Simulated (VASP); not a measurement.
# CdCCl3 (R-3m) in VASP: a series of runs

CdCCl3 is run at these levels: PBE; tasks: single point.

All numbers are computed with VASP 6.6.1; they aren't measurements. Logs are shortened: lines on timing, memory, paths and dates and some standing lists are left out, and cuts for length are marked.

**1. The cell of the first run**

The structure is trigonal, space group R-3m (No. 166). Conventional cell: a = 6.416 Å, b = 6.416 Å, c = 10.604 Å, α = 90.00°, β = 90.00°, γ = 120.00°. Within 3.4 Å of Cd (site symmetry -3m) lie 6 Cl at 2.56 Å. C (site symmetry -3m) has 12 Cl at 3.21 to 3.99 Å and 6 Cd at 4.10 Å within 4.2 Å. Cl (site symmetry 2/m) has 2 Cd at 2.56 Å and 4 Cl at 3.21 Å and 2 C at 3.21 Å within 3.4 Å.

**2. Single point, PBE**

INCAR

```
PREC = Accurate
ENCUT = 520
EDIFF = 1E-6
ISMEAR = -1
SIGMA = 0.1
LREAL = False
LASPH = True
NELM = 100
ALGO = Normal
ISIF = 2
LWAVE = False
LCHARG = True
GGA = PE
LELF = True
LVHAR = True
NBANDS = 48
```

KPOINTS

```
Automatic mesh
0
Gamma
  4 4 4
```

POSCAR

```
CdCCl3
1.0
    2.5789340000     -5.8749940000      0.0000000000
    2.5789340000     -2.3714500000     -5.3750940000
    5.4023340000      2.3714500000      5.3750940000
Cd C Cl
2 2 6
Direct
    0.0000000000      0.0000000000      0.0000000000
    0.5000000000      0.0000000000      0.5000000000
    0.7500000000      0.5000000000      0.7500000000
    0.2500000000      0.5000000000      0.2500000000
    0.2500000000      0.5000000000      0.7500000000
    0.2500000000      0.0000000000      0.7500000000
    0.7500000000      0.0000000000      0.7500000000
    0.7500000000      0.5000000000      0.2500000000
    0.7500000000      0.0000000000      0.2500000000
    0.2500000000      0.0000000000      0.2500000000
```

Potentials or basis: VASP PAW PBE potentials, release 64 (Cd, C, Cl).

Launch:

```
$ cat potpaw_PBE.64/Cd/POTCAR potpaw_PBE.64/C/POTCAR potpaw_PBE.64/Cl/POTCAR > POTCAR
$ mpirun -np 1 vasp_std > vasp.out
```

OUTCAR:

```text
PREC = Accurate
   ENCUT = 520
   EDIFF = 1E-6
   ISMEAR = -1
   LREAL = False
   LASPH = True
   NELM = 100
   ISIF = 2
   GGA = PE

 ion  position               nearest neighbor table
   1  0.000  0.000  0.000-   6 2.56   9 2.56   8 2.56   7 2.56  10 2.56   5 2.56
   2  0.500  0.000  0.500-   6 2.56   9 2.56   7 2.56   5 2.56  10 2.56   8 2.56
   3  0.750  0.500  0.750-
   4  0.250  0.500  0.250-
   5  0.250  0.500  0.750-   1 2.56   2 2.56
   6  0.250  0.000  0.750-   1 2.56   2 2.56
   7  0.750  0.000  0.750-   1 2.56   2 2.56
   8  0.750  0.500  0.250-   2 2.56   1 2.56
   9  0.750  0.000  0.250-   1 2.56   2 2.56
  10  0.250  0.000  0.250-   1 2.56   2 2.56

  LATTYP: Found a trigonal (rhomboedric) cell.
 ALAT       =     7.9812760350
 COS(alpha) =     0.6768759278

  Lattice vectors:

 A1 = (   5.4023340000,   5.8749940000,   0.0000000000)
 A2 = (   5.4023340000,   2.3714500000,   5.3750940000)
 A3 = (   7.9812680000,   0.0000000000,   0.0000000000)

Analysis of symmetry for initial positions (statically):
=====================================================================
 Subroutine PRICEL returns following result:

  LATTYP: Found a trigonal (rhomboedric) cell.
 ALAT       =     5.1202309937
 COS(alpha) =     0.2148831506

  Lattice vectors:

 A1 = (   1.4117000000,   4.1232220000,   2.6875470000)
 A2 = (   3.9906340000,  -1.7517720000,   2.6875470000)
 A3 = (   3.9906340000,   1.7517720000,  -2.6875470000)

   2 primitive cells build up your supercell.

 Routine SETGRP: Setting up the symmetry group for a
 trigonal (rhombohedral) supercell.

 Subroutine GETGRP returns: Found 12 space group operations
 (whereof 12 operations were pure point group operations)
 out of a pool of 12 trial point group operations.

The static configuration has the point symmetry D_3d.

Analysis of symmetry for dynamics (positions and initial velocities):
=====================================================================
 Subroutine PRICEL returns following result:

  LATTYP: Found a trigonal (rhomboedric) cell.
 ALAT       =     5.1202309937
 COS(alpha) =     0.2148831506

  Lattice vectors:

 A1 = (   1.4117000000,   4.1232220000,   2.6875470000)
 A2 = (   3.9906340000,  -1.7517720000,   2.6875470000)
 A3 = (   3.9906340000,   1.7517720000,  -2.6875470000)

   2 primitive cells build up your supercell.

 Routine SETGRP: Setting up the symmetry group for a
 trigonal (rhombohedral) supercell.

 Subroutine GETGRP returns: Found 12 space group operations
 (whereof 12 operations were pure point group operations)
 out of a pool of 12 trial point group operations.

The dynamic configuration has the point symmetry D_3d.

 Subroutine INISYM returns: Found 12 space group operations
 (whereof 12 operations are pure point group operations),
 and found     2 'primitive' translations

----------------------------------------------------------------------------------------

                                     Primitive cell

  volume of cell :     126.0188

  direct lattice vectors                    reciprocal lattice vectors
     1.411700000  4.123222000  2.687547000     0.000000000  0.170212940  0.110946622
     3.990634000 -1.751772000  2.687547000     0.125293374 -0.115213166  0.110946079
     3.990634000  1.751772000 -2.687547000     0.125293374  0.054999774 -0.150193815

  length of vectors
     5.120230994  5.120231805  5.120231805     0.203178734  0.203178581  0.203178706

  position of ions in fractional coordinates (direct lattice)
     0.000000000  0.000000000  0.000000000
     0.500000000  0.500000000  0.500000000
     0.000000000  0.000000000  0.500000000
     0.500000000  0.000000000  1.000000000
     0.000000000  0.500000000  1.000000000

  ion indices of the primitive-cell ions
   primitive index   ion index
                 1           1
                 2           3
                 3           5
                 4           6
                 5           7

----------------------------------------------------------------------------------------

 KPOINTS: Automatic mesh

Automatic generation of k-mesh.
 Grid dimensions read from file:
 generate k-points for:    4    4    4

 Generating k-lattice:

  Cartesian coordinates                     Fractional coordinates (reciprocal lattice)
     0.000000000 -0.042553235  0.018774159     0.250000000 -0.000000000  0.000000000
     0.031323344  0.013749944 -0.037548454     0.000000000  0.250000000  0.000000000
     0.031323344  0.013749944  0.008962361     0.000000000  0.000000000  0.250000000

  Length of vectors
     0.046510718  0.050794677  0.035362929

  Shift w.r.t. Gamma in fractional coordinates (k-lattice)
     0.000000000  0.000000000  0.000000000

 Subroutine IBZKPT returns following result:
 ===========================================

 Found     13 irreducible k-points:

 Following reciprocal coordinates:
            Coordinates               Weight
  0.000000  0.000000  0.000000      1.000000
  0.250000  0.000000  0.000000      6.000000
  0.500000  0.000000  0.000000      3.000000
 -0.000000  0.250000  0.000000      6.000000
  0.500000  0.250000 -0.000000      6.000000
 -0.250000  0.250000  0.000000     12.000000
 -0.000000  0.500000  0.000000      3.000000
 -0.000000 -0.000000  0.250000      2.000000
  0.500000 -0.000000  0.250000      6.000000
 -0.250000  0.000000  0.250000      6.000000
 -0.000000  0.250000  0.250000      6.000000
 -0.250000  0.250000  0.250000      6.000000
 -0.000000 -0.000000  0.500000      1.000000
   k-points           NKPTS =     13   k-points in BZ     NKDIM =     13   number of bands    NBANDS=     48
   number of dos      NEDOS =    301   number of ions     NIONS =     10
   total plane-waves  NPLWV = 138240
   dimension x,y,z NGX =    48 NGY =   48 NGZ =   60
   dimension x,y,z NGXF=    96 NGYF=   96 NGZF=  120
   ions per type =               2   2   6
   NGX,Y,Z   is equivalent  to a cutoff of  12.44, 12.44, 12.50 a.u.
   NGXF,Y,Z  is equivalent  to a cutoff of  24.87, 24.87, 25.00 a.u.
 SYSTEM =  unknown system
   PREC   = accura    normal or accurate (medium, high low for compatibility)
   ISTART =      0    job   : 0-new  1-cont  2-samecut
   ICHARG =      2    charge: 1-file 2-atom 10-const
   ISPIN  =      1    spin polarized calculation?
   LNONCOLLINEAR =      F non collinear calculations
   LSORBIT =      F    spin-orbit coupling
   LASPH  =      T    aspherical Exc in radial PAW
   ENCUT  =  520.0 eV  38.22 Ry    6.18 a.u.  11.93 11.93 14.84*2*pi/ulx,y,z
   NELM   =    100;   NELMIN=  2; NELMDL= -5     # of ELM steps
   EDIFF  = 0.1E-05   stopping-criterion for ELM
   LREAL  =      F    real-space projection
   EDIFFG = 0.1E-04   stopping-criterion for IOM
   NSW    =      0    number of steps for IOM
   IBRION =     -1    ionic relax: 0-MD 1-quasi-New 2-CG
   NFREE  =      0    steps in history (QN), initial steepest desc. (CG)
   ISIF   =      2    stress and relaxation
   ISYM   =      2    0-nonsym 1-usesym 2-fastsym
   POTIM  = 0.5000    time-step for ionic-motion
   TEBEG  =    0.0;   TEEND  =   0.0 temperature during run
   PSTRESS=    0.0 pullay stress
   NELECT =      74.0000    total number of electrons
   NUPDOWN=      -1.0000    fix difference up-down
   EMIN   =  10.00;   EMAX   =-10.00  energy-range for DOS
   EFERMI =   0.00;   METHOD = LEGACY
   ISMEAR =    -1;   SIGMA  =   0.10  broadening in eV -4-tet -1-fermi 0-gaus
   EFERMI_NEDOS =   21; number of points for ismear=-14 and -15
   IALGO  =     38    algorithm
   IMIX   =      4    mixing-type and parameters
     AMIX     =   0.40;   BMIX     =  1.00
     AMIX_MAG =   1.60;   BMIX_MAG =  1.00
  volume/ion in A,a.u.               =      25.20       170.08
  Fermi-wavevector in a.u.,A,eV,Ry     =   1.088087  2.056186 16.108390  1.183933
  Thomas-Fermi vector in A             =   2.224261
   LORBIT       =      0    0 simple, 1 ext, 2 COOP (PROOUT), +10 PAW based schemes
   GGA     = PE    functional components
   LHFCALC =     F    Hartree Fock is set to
   AEXX    =    0.0000 exact exchange contribution
   IVDW    =     0    specifies the selected vdW correction
   LEPSILON=     F    determine dielectric tensor
   LRPA    =     F    only Hartree local field effects (RPA)
 non-spin polarized calculation
  energy-cutoff  :      520.00
  volume of cell :      252.04
 maximum number of plane-waves:      6802
   NGX = 23   NGY = 23   NGZ = 29

 number of electron      74.0000013 magnetization

 Free energy of the ion-electron system (eV)
  ---------------------------------------------------
  ext. energy  EPLUGINS =         0.00000000
  ---------------------------------------------------
  free energy    TOTEN  =       -19.89820812 eV

  energy without entropy =      -19.46354504  energy(sigma->0) =      -19.68087658

 E-fermi :   0.0245     XC(G=0):  -8.3839

 val. band max:       -0.0601201710   @ k =   0.5000  -0.0000   0.2500
 cond. band min:       0.0298118445   @ k =  -0.0000   0.5000   0.0000
 fundamental gap:      0.0899320155
 Fermi energy:         0.0244723230

 k-point     1 :       0.0000    0.0000    0.0000
  band No.  band energies     occupation
      1     -14.6552      2.00000
      2     -14.3261      2.00000
      3     -13.7566      2.00000
      4     -13.7566      2.00000
      5     -13.6698      2.00000
      6     -13.6698      2.00000
[... 40 lines left out ...]
     47       7.0076      0.00000
     48       7.6483      0.00000

 k-point     2 :       0.2500    0.0000    0.0000
  band No.  band energies     occupation
      1     -14.5397      2.00000
      2     -14.2653      2.00000
      3     -13.8348      2.00000
      4     -13.8191      2.00000
      5     -13.7475      2.00000
      6     -13.6864      2.00000
[... 553 lines left out ...]
 k-point    13 :      -0.0000   -0.0000    0.5000
  band No.  band energies     occupation
      1     -14.4976      2.00000
      2     -14.4976      2.00000
      3     -13.7143      2.00000
      4     -13.7143      2.00000
      5     -13.7143      2.00000
      6     -13.7143      2.00000
[... 40 lines left out ...]
     47       7.7363      0.00000
     48       7.7363      0.00000

------------------------ aborting loop because EDIFF is reached ----------------------------------------

  FORCE on cell =-STRESS in cart. coord.  units (eV):
  Direction    XX          YY          ZZ          XY          YZ          ZX
  --------------------------------------------------------------------------------------
  -------------------------------------------------------------------------------------
  Total        2.8031587      3.7742786      3.9075790     -0.5280339     -0.1510904     -0.3441764
  in kB       17.8193922     23.9927015     24.8400784     -3.3566571     -0.9604662     -2.1878942
  external PRESSURE =      22.2173907 kB  Pullay stress =       0.0000000 kB

 VOLUME and BASIS-vectors are now :
 -----------------------------------------------------------------------------
  energy-cutoff  :      520.00
  volume of cell :      252.04
      direct lattice vectors                 reciprocal lattice vectors
     2.578934000 -5.874994000  0.000000000     0.000000000 -0.170212940  0.075096636
     2.578934000 -2.371450000 -5.375094000     0.125293374  0.054999774 -0.150193815
     5.402334000  2.371450000  5.375094000     0.125293374  0.054999774  0.035849444

 POSITION                                       TOTAL-FORCE (eV/Angst)
 -----------------------------------------------------------------------------------
      0.00000      0.00000      0.00000         0.000000     -0.000000     -0.000000
      3.99063     -1.75177      2.68755         0.000000     -0.000000     -0.000000
      7.27542     -3.81338      1.34377        -0.000000     -0.000000     -0.000000
      3.28478     -2.06161     -1.34377        -0.000000     -0.000000     -0.000000
      5.98595     -0.87589      1.34377        -0.000000     -0.000000      0.000000
      4.69648      0.30984      4.03132         0.000000      0.000000      0.000000
      5.98595     -2.62766      4.03132        -0.000000     -0.000000      0.000000
      4.57425     -4.99911     -1.34377        -0.000000      0.000000     -0.000000
      3.28478     -3.81338      1.34377        -0.000000      0.000000      0.000000
      1.99532     -0.87589      1.34377        -0.000000      0.000000     -0.000000
 -----------------------------------------------------------------------------------
    total drift:                               -0.000000      0.000000     -0.000000

  FREE ENERGIE OF THE ION-ELECTRON SYSTEM (eV)
  ---------------------------------------------------
  free  energy   TOTEN  =       -19.8982081188 eV

  energy  without entropy=      -19.4635450411  energy(sigma->0) =      -19.68087658
```

Wall time 1.7 min (1 thread of Intel Xeon 6975P-C (Granite Rapids), shared host); peak memory 0.43 GiB.

Results:

```
Free energy            : -19.8982 eV
Pressure               : 2.2 GPa
Band gap on the k mesh : zero (bands 37 and 38 overlap by 0.19 eV)
```

Levels at points of the mesh, in eV from the Fermi level:
```tsv
k point	band 34	band 35	band 36	band 37	band 38	band 39
(0.00, 0.00, 0.00)	-0.56	-0.10	-0.10	0.08	0.22	0.83
(0.50, 0.00, 0.00)	-1.45	-0.36	-0.36	-0.11	-0.11	0.09
(0.00, 0.50, 0.00)	-0.87	-0.50	-0.13	-0.13	-0.09	0.01
(0.00, 0.00, 0.50)	-0.37	-0.37	-0.37	0.03	0.03	0.83
```

**3. Single point, PBE**

INCAR

```
SYSTEM = CdCCl3
PREC = Accurate ; ENCUT = 520
EDIFF = 1E-7 ; ISMEAR = -1
SIGMA = 0.1 ; LREAL = .False.
LASPH = .True. ; NELM = 80
ALGO = Normal ; ISIF = 2
LWAVE = .False. ; LCHARG = .True.
GGA = PE ; LELF = .True.
LVHAR = .True. ; NBANDS = 48
```

KPOINTS

```
regular mesh
0
Gamma
  4 4 4
  0 0 0
```

POSCAR is that of step 2.

Potentials or basis: VASP PAW PBE potentials, release 64 (Cd, C, Cl).

Launch:

```
$ cat potpaw_PBE.64/Cd/POTCAR potpaw_PBE.64/C/POTCAR potpaw_PBE.64/Cl/POTCAR > POTCAR
$ mpirun -np 1 vasp_std > vasp.out
```

Run time: 2.1 min. Hardware: 1 thread of Intel Xeon 6975P-C (Granite Rapids), shared host; peak memory 0.42 GiB.

The run converged. Its results:

| Quantity | Value |
| --- | --- |
| Free energy | -19.8982 eV |
| Pressure | 2.2 GPa |
| Band gap on the k mesh | zero (bands 37 and 38 overlap by 0.19 eV) |

Stress tensor (GPa, compression positive):
```
 1.78 -0.34 -0.22
-0.34  2.40 -0.10
-0.22 -0.10  2.48
```

Levels at points of the mesh, in eV from the Fermi level:
| k point | band 33 | band 34 | band 35 | band 36 | band 37 | band 38 | band 39 | band 40 |
| --- | --- | --- | --- | --- | --- | --- | --- | --- |
| (0.00, 0.00, 0.00) | -0.56 | -0.56 | -0.10 | -0.10 | 0.08 | 0.22 | 0.83 | 0.83 |
| (0.50, 0.00, 0.00) | -1.45 | -1.45 | -0.36 | -0.36 | -0.11 | -0.11 | 0.09 | 0.09 |
| (0.00, 0.50, 0.00) | -1.49 | -0.87 | -0.50 | -0.13 | -0.13 | -0.09 | 0.01 | 0.13 |
| (0.00, 0.00, 0.50) | -0.37 | -0.37 | -0.37 | -0.37 | 0.03 | 0.03 | 0.83 | 0.83 |
